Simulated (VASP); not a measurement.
Write the native input for VASP 6.6.1 that does the following.

```yaml
Task: single point
Functional: PBEsol
Potentials_or_basis: VASP PAW PBE potentials, release 64 (C)
Cutoff: 520 eV
k_mesh: 8 × 8 × 8
Occupations: gaussian, width 0.1 eV
Spin: no spin polarisation
Dipole_correction: no
Further_INCAR_settings: ALGO = Normal; EDIFF = 1e-06; NBANDS = 8
```

The structure of C lies in POSCAR:

```
C
1.0
    0.0000000000      1.7898390965      1.7898390965
    1.7898390965      0.0000000000      1.7898390965
    1.7898390965      1.7898390965      0.0000000000
C
1
Direct
    0.0000000000      0.0000000000      0.0000000000
```

These files were run (other wordings do the same):

INCAR

```
PREC = Accurate
ENCUT = 520
EDIFF = 1E-6
ISMEAR = 0
SIGMA = 0.1
LREAL = False
LASPH = True
NELM = 60
ALGO = Normal
ISIF = 2
LWAVE = False
LCHARG = True
GGA = PS
LELF = True
LVHAR = True
NBANDS = 8
```

KPOINTS

```
regular mesh
0
Gamma
  8 8 8
```

Potentials or basis: VASP PAW PBE potentials, release 64 (C).

Launch:

```sh
$ cat potpaw_PBE.64/C/POTCAR > POTCAR
$ mpirun -np 1 vasp_std > vasp.out
```

Results of the run:

```json
{"Pressure": "-32.9 GPa", "Band gap on the k mesh": "zero (band 2 reaches 7.64 eV, above the bottom of band 3 at 0.86 eV)"}
```

Caveat: the k points lie up to 0.38 Å⁻¹ apart; the PAW data sets were made with another functional, which shifts forces and pressure a little.

Wall time 1.6 s on 1 thread of Intel(R) Xeon(R) 6975P-C (Granite Rapids) (shared host), peak memory 0.11 GiB.
